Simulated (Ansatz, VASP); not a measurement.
Nb: VASP beside Ansatz

File INCAR:

```
  PREC = Accurate
  ENCUT = 600
  EDIFF = 1E-7
  ISMEAR = 0
  SIGMA = 0.1
  LREAL = False
  LASPH = True
  NELM = 80
  ALGO = Normal
  ISIF = 3
  LWAVE = False
  LCHARG = False
  GGA = CA
  IBRION = 2
  NSW = 100
  EDIFFG = -0.05
```

Contents of KPOINTS:

```
Automatic mesh
0
Gamma
  8 8 8
```

Contents of POSCAR:

```
Nb
1.0
   -1.6588161900      1.6588161900      1.6588161900
    1.6588161900     -1.6588161900      1.6588161900
    1.6588161900      1.6588161900     -1.6588161900
Nb
1
Direct
    0.0000000000      0.0000000000      0.0000000000
```

Input for Ansatz:

```yaml
crystal:
  lattice:
    - [-1.65881619, 1.65881619, 1.65881619]
    - [1.65881619, -1.65881619, 1.65881619]
    - [1.65881619, 1.65881619, -1.65881619]
  atoms:
    - { symbol: Nb, position: [0.0, 0.0, 0.0] }
basis:
  ecutwfc: 420
kpoints:
  mp_grid: { grid: [8, 8, 8] }
hamiltonian:
  xc: lda
  pseudopotentials: { kind: paw, azcp: { folder: soft_1 } }
scf:
  occupations: { method: gaussian, width: 0.1 }
output:
  forces: true
  stress: true
  eigenvalues: true
relax:
  adjacent_minimum: "off"
  f_tol: 0.05
  max_steps: 80
  cell: { stress_tol: 0.5 }
```

Alike in both runs: task relaxation of cell and atoms; functional LDA; k mesh 8 × 8 × 8; occupations gaussian, width 0.1 eV; no spin polarisation.

```csv
,VASP,Ansatz
version,VASP 6.6.1,Ansatz 0.2.0
potentials or method,"VASP PAW LDA potentials, release 64 (Nb_sv), cutoff 600 eV","scalar-relativistic, plane waves, PAW"
valence electrons in the cell,13,13
```

```tsv
	VASP	Ansatz	Ansatz less VASP
gap on the k mesh at the Fermi level, each at its own relaxed structure (eV)	none	none	-
relaxed volume (Å³/atom)	17.25	17.21	-0.032
relaxed cell length with the largest relative difference (Å)	2.819	2.817	-0.0018
```

Ansatz warns that its potentials were made for another functional, while VASP's fit it. LDA's correlation is that of Perdew and Zunger in VASP and of Perdew and Wang (1992) in Ansatz. A gap of «none» marks a metal or a gap that the smearing closes.
